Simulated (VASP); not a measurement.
# NaBiCl4 (P2/m) in VASP: single point with PBEsol

Aim: the single point of NaBiCl4 with PBEsol.

Program: VASP 6.6.1. These are calculated values, not measurements. Logs are shortened: lines on timing, memory, paths and dates and some standing lists are left out, and cuts for length are marked.

## (1) The cell of the first run

Symmetry: P2/m, No. 10, monoclinic system. Conventional cell: a = 6.149 Å, b = 4.059 Å, c = 7.194 Å, α = 90.00°, β = 93.26°, γ = 90.00°. Within 3.7 Å of Na (site symmetry 2/m) lie 6 Cl at 2.77 to 2.95 Å. Within 3.5 Å of Bi (site symmetry 2/m) lie 6 Cl at 2.67 to 2.75 Å. Within 3.5 Å of Cl (site symmetry m) lie 1 Bi at 2.67 Å and 2 Na at 2.77 Å. Within 4.1 Å of Cl (site symmetry m) lie 2 Bi at 2.75 Å and 1 Na at 2.95 Å and 10 Cl at 3.72 to 4.06 Å.

## (2) Single point, PBEsol

Input file INCAR:

```
SYSTEM = NaBiCl4
PREC = Accurate ; ENCUT = 520
EDIFF = 1E-6 ; ISMEAR = -1
SIGMA = 0.03 ; LREAL = .FALSE.
LASPH = .TRUE. ; NELM = 60
ALGO = Normal ; ISIF = 2
LWAVE = .FALSE. ; LCHARG = .TRUE.
GGA = PS ; LELF = .TRUE.
LVHAR = .TRUE. ; NBANDS = 34
```

Input file KPOINTS:

```
Automatic mesh
0
G
  4 6 4
  0 0 0
```

Input file POSCAR:

```
NaBiCl4
1.0
    6.1457722535      0.0000000000      0.1916496518
    0.0000000000      4.0588469848      0.0000000000
    0.1845570347      0.0000000000      7.1916502513
Na Bi Cl
1 1 4
Direct
    0.0000000000      0.5000000000      0.5000000000
    0.0000000000      0.0000000000      0.0000000000
    0.2229307053      0.0000000000      0.3076661262
    0.2483299235      0.5000000000      0.8395116952
    0.7516700765      0.5000000000      0.1604883048
    0.7770692947      0.0000000000      0.6923338738
```

Potentials or basis: VASP PAW PBE potentials, release 64 (Na_pv, Bi_d, Cl).

Command:

```
$ cat potpaw_PBE.64/Na_pv/POTCAR potpaw_PBE.64/Bi_d/POTCAR potpaw_PBE.64/Cl/POTCAR > POTCAR
$ mpirun -np 1 vasp_std > vasp.out
```

OUTCAR:

```text
SYSTEM = NaBiCl4
   PREC = Accurate
   ENCUT = 520
   EDIFF = 1E-6
   ISMEAR = -1
   LREAL = .FALSE.
   LASPH = .TRUE.
   NELM = 60
   ISIF = 2
   GGA = PS

 ion  position               nearest neighbor table
   1  0.000  0.500  0.500-
   2  0.000  0.000  0.000-   3 2.67   6 2.67   5 2.75   4 2.75   4 2.75   5 2.75
   3  0.223  0.000  0.308-   2 2.67
   4  0.248  0.500  0.840-   2 2.75   2 2.75
   5  0.752  0.500  0.160-   2 2.75   2 2.75
   6  0.777  0.000  0.692-   2 2.67

  LATTYP: Found a simple monoclinic cell.
 ALAT       =     6.1487597270
 B/A-ratio  =     0.6601082438
 C/A-ratio  =     1.1699949738
 COS(beta)  =    -0.0568003439

  Lattice vectors:

 A1 = (   6.1457722535,   0.0000000000,   0.1916496518)
 A2 = (   0.0000000000,  -4.0588469848,   0.0000000000)
 A3 = (  -0.1845570347,   0.0000000000,  -7.1916502513)

Analysis of symmetry for initial positions (statically):
=====================================================================
 Subroutine PRICEL returns:
 Original cell was already a primitive cell.

 Routine SETGRP: Setting up the symmetry group for a
 simple monoclinic supercell.

 Subroutine GETGRP returns: Found  4 space group operations
 (whereof  4 operations were pure point group operations)
 out of a pool of  4 trial point group operations.

The static configuration has the point symmetry C_2h.

Analysis of symmetry for dynamics (positions and initial velocities):
=====================================================================
 Subroutine PRICEL returns:
 Original cell was already a primitive cell.

 Routine SETGRP: Setting up the symmetry group for a
 simple monoclinic supercell.

 Subroutine GETGRP returns: Found  4 space group operations
 (whereof  4 operations were pure point group operations)
 out of a pool of  4 trial point group operations.

The dynamic configuration has the point symmetry C_2h.

 Subroutine INISYM returns: Found  4 space group operations
 (whereof  4 operations are pure point group operations),
 and found     1 'primitive' translations

----------------------------------------------------------------------------------------

                                     Primitive cell

  volume of cell :     179.2503

  direct lattice vectors                    reciprocal lattice vectors
     6.145772253  0.000000000  0.191649652     0.162843800  0.000000000 -0.004179009
     0.000000000  4.058846985  0.000000000     0.000000000  0.246375388  0.000000000
     0.184557035  0.000000000  7.191650251    -0.004339610  0.000000000  0.139161510

  length of vectors
     6.148759727  4.058846985  7.194017976     0.162897413  0.246375388  0.139229156

  position of ions in fractional coordinates (direct lattice)
     0.000000000  0.500000000  0.500000000
     0.000000000  0.000000000  0.000000000
     0.222930705  0.000000000  0.307666126
     0.248329924  0.500000000  0.839511695
     0.751670076  0.500000000  0.160488305
     0.777069295  0.000000000  0.692333874

  ion indices of the primitive-cell ions
   primitive index   ion index
                 1           1
                 2           2
                 3           3
                 4           4
                 5           5
                 6           6

----------------------------------------------------------------------------------------

 KPOINTS: Automatic mesh

Automatic generation of k-mesh.
 Grid dimensions read from file:
 generate k-points for:    4    6    4

 Generating k-lattice:

  Cartesian coordinates                     Fractional coordinates (reciprocal lattice)
     0.040710950  0.000000000 -0.001044752     0.250000000  0.000000000  0.000000000
     0.000000000  0.041062565  0.000000000     0.000000000  0.166666667  0.000000000
    -0.001084903  0.000000000  0.034790377     0.000000000  0.000000000  0.250000000

  Length of vectors
     0.040724353  0.041062565  0.034807289

  Shift w.r.t. Gamma in fractional coordinates (k-lattice)
     0.000000000  0.000000000  0.000000000

 Subroutine IBZKPT returns following result:
 ===========================================

 Found     40 irreducible k-points:

 Following reciprocal coordinates:
            Coordinates               Weight
  0.000000  0.000000  0.000000      1.000000
  0.250000  0.000000 -0.000000      2.000000
  0.500000  0.000000 -0.000000      1.000000
  0.000000  0.166667  0.000000      2.000000
  0.250000  0.166667 -0.000000      4.000000
  0.500000  0.166667 -0.000000      2.000000
[... 16 lines left out ...]
  0.500000  0.333333  0.250000      4.000000
 -0.250000  0.333333  0.250000      4.000000
 [... further k-points ...]
   k-points           NKPTS =     40   k-points in BZ     NKDIM =     40   number of bands    NBANDS=     34
   number of dos      NEDOS =    301   number of ions     NIONS =      6
   total plane-waves  NPLWV =  77760
   dimension x,y,z NGX =    48 NGY =   30 NGZ =   54
   dimension x,y,z NGXF=    96 NGYF=   60 NGZF=  108
   ions per type =               1   1   4
   NGX,Y,Z   is equivalent  to a cutoff of  12.98, 12.29, 12.48 a.u.
   NGXF,Y,Z  is equivalent  to a cutoff of  25.96, 24.58, 24.96 a.u.
 SYSTEM =  NaBiCl4
   PREC   = accura    normal or accurate (medium, high low for compatibility)
   ISTART =      0    job   : 0-new  1-cont  2-samecut
   ICHARG =      2    charge: 1-file 2-atom 10-const
   ISPIN  =      1    spin polarized calculation?
   LNONCOLLINEAR =      F non collinear calculations
   LSORBIT =      F    spin-orbit coupling
   LASPH  =      T    aspherical Exc in radial PAW
   ENCUT  =  520.0 eV  38.22 Ry    6.18 a.u.  11.43  7.55 13.38*2*pi/ulx,y,z
   NELM   =     60;   NELMIN=  2; NELMDL= -5     # of ELM steps
   EDIFF  = 0.1E-05   stopping-criterion for ELM
   LREAL  =      F    real-space projection
   EDIFFG = 0.1E-04   stopping-criterion for IOM
   NSW    =      0    number of steps for IOM
   IBRION =     -1    ionic relax: 0-MD 1-quasi-New 2-CG
   NFREE  =      0    steps in history (QN), initial steepest desc. (CG)
   ISIF   =      2    stress and relaxation
   ISYM   =      2    0-nonsym 1-usesym 2-fastsym
   POTIM  = 0.5000    time-step for ionic-motion
   TEBEG  =    0.0;   TEEND  =   0.0 temperature during run
   PSTRESS=    0.0 pullay stress
   NELECT =      50.0000    total number of electrons
   NUPDOWN=      -1.0000    fix difference up-down
   EMIN   =  10.00;   EMAX   =-10.00  energy-range for DOS
   EFERMI =   0.00;   METHOD = LEGACY
   ISMEAR =    -1;   SIGMA  =   0.03  broadening in eV -4-tet -1-fermi 0-gaus
   EFERMI_NEDOS =   21; number of points for ismear=-14 and -15
   IALGO  =     38    algorithm
   IMIX   =      4    mixing-type and parameters
     AMIX     =   0.40;   BMIX     =  1.00
     AMIX_MAG =   1.60;   BMIX_MAG =  1.00
  volume/ion in A,a.u.               =      29.88       201.61
  Fermi-wavevector in a.u.,A,eV,Ry     =   1.069658  2.021360 15.567346  1.144168
  Thomas-Fermi vector in A             =   2.205344
   LORBIT       =      0    0 simple, 1 ext, 2 COOP (PROOUT), +10 PAW based schemes
   GGA     = PS    functional components
   LHFCALC =     F    Hartree Fock is set to
   AEXX    =    0.0000 exact exchange contribution
   IVDW    =     0    specifies the selected vdW correction
   LEPSILON=     F    determine dielectric tensor
   LRPA    =     F    only Hartree local field effects (RPA)
 non-spin polarized calculation
  energy-cutoff  :      520.00
  volume of cell :      179.25
 maximum number of plane-waves:      4851
 NGX is ok and might be reduce to    48
   NGX = 23   NGY = 15   NGZ = 27

 number of electron      49.9999995 magnetization

 Free energy of the ion-electron system (eV)
  ---------------------------------------------------
  ext. energy  EPLUGINS =         0.00000000
  ---------------------------------------------------
  free energy    TOTEN  =       -21.10106660 eV

  energy without entropy =      -21.10106660  energy(sigma->0) =      -21.10106660

 E-fermi :   0.5411     XC(G=0):  -7.8825

 val. band max:       -0.1042701603   @ k =   0.2500   0.5000  -0.0000
 cond. band min:       2.6180534298   @ k =   0.0000   0.0000   0.0000
 fundamental gap:      2.7223235901
 Fermi energy:         0.5411397344

 k-point     1 :       0.0000    0.0000    0.0000
  band No.  band energies     occupation
      1     -22.1241      2.00000
      2     -22.1174      2.00000
      3     -22.0661      2.00000
      4     -22.0454      2.00000
      5     -22.0213      2.00000
      6     -21.2256      2.00000
[... 26 lines left out ...]
     33       8.9967      0.00000
     34      10.1872      0.00000

 k-point     2 :       0.2500    0.0000   -0.0000
  band No.  band energies     occupation
      1     -22.1241      2.00000
      2     -22.1174      2.00000
      3     -22.0661      2.00000
      4     -22.0454      2.00000
      5     -22.0213      2.00000
      6     -21.2256      2.00000
[... 26 lines left out ...]
     33       9.1355      0.00000
     34       9.7260      0.00000

 k-point     3 :       0.5000    0.0000   -0.0000
  band No.  band energies     occupation
      1     -22.1240      2.00000
      2     -22.1174      2.00000
      3     -22.0662      2.00000
      4     -22.0453      2.00000
      5     -22.0213      2.00000
      6     -21.2256      2.00000
[... 26 lines left out ...]
     33       9.4466      0.00000
     34       9.6906      0.00000
[... 704 lines left out ...]
 k-point    23 :       0.5000    0.3333    0.2500
  band No.  band energies     occupation
      1     -22.1435      2.00000
      2     -22.1079      2.00000
      3     -22.0513      2.00000
      4     -22.0421      2.00000
      5     -22.0280      2.00000
      6     -21.2249      2.00000
[... 26 lines left out ...]
     33       9.0013      0.00000
     34       9.3828      0.00000

 k-point    24 :      -0.2500    0.3333    0.2500
  band No.  band energies     occupation
      1     -22.1434      2.00000
      2     -22.1079      2.00000
      3     -22.0513      2.00000
      4     -22.0421      2.00000
      5     -22.0280      2.00000
      6     -21.2249      2.00000
[... 26 lines left out ...]
     33       8.8261      0.00000
     34       9.0319      0.00000

 [... further k-points ...]
[... 5 lines left out ...]
  --------------------------------------------------------------------------------------
  -------------------------------------------------------------------------------------
  Total        0.0017960     -0.0045257     -0.0420492      0.0000000      0.0000000     -0.0104416
  in kB        0.0160529     -0.0404516     -0.3758447      0.0000000      0.0000000     -0.0933290
  external PRESSURE =      -0.1334145 kB  Pullay stress =       0.0000000 kB

 VOLUME and BASIS-vectors are now :
 -----------------------------------------------------------------------------
  energy-cutoff  :      520.00
  volume of cell :      179.25
      direct lattice vectors                 reciprocal lattice vectors
     6.145772253  0.000000000  0.191649652     0.162843800  0.000000000 -0.004179009
     0.000000000  4.058846985  0.000000000     0.000000000  0.246375388  0.000000000
     0.184557035  0.000000000  7.191650251    -0.004339610  0.000000000  0.139161510

 POSITION                                       TOTAL-FORCE (eV/Angst)
 -----------------------------------------------------------------------------------
      0.09228      2.02942      3.59583        -0.000000     -0.000000     -0.000000
      0.00000      0.00000      0.00000        -0.000000     -0.000000     -0.000000
      1.42686      0.00000      2.25535         0.005342      0.000000     -0.002584
      1.68112      2.02942      6.08507         0.010542     -0.000000     -0.003553
      4.64921      2.02942      1.29823        -0.010542     -0.000000      0.003553
      4.90347      0.00000      5.12795        -0.005342     -0.000000      0.002584
 -----------------------------------------------------------------------------------
    total drift:                                0.000000     -0.000000     -0.000000

  FREE ENERGIE OF THE ION-ELECTRON SYSTEM (eV)
  ---------------------------------------------------
  free  energy   TOTEN  =       -21.1010666039 eV

  energy  without entropy=      -21.1010666038  energy(sigma->0) =      -21.10106660
```

Wall time 5.5 min (1 thread of Intel Xeon 8259CL, shared host); peak memory 0.38 GiB.

Results:

* Free energy: -21.1011 eV
* Pressure: 0.0 GPa
* Largest force: 0.011 eV/Å
* Band gap on the k mesh: 2.72 eV (least direct gap 2.95 eV)

Forces in eV/Å, atoms in the order of the input:
```
Na   0.000  0.000  0.000
Bi   0.000  0.000  0.000
Cl   0.005  0.000 -0.003
Cl   0.011  0.000 -0.004
Cl  -0.011  0.000  0.004
Cl  -0.005  0.000  0.003
```

Caveat: the PAW data sets were made with another functional, which shifts forces and pressure a little; spin-orbit coupling is left out, which moves the levels of the heavy elements.
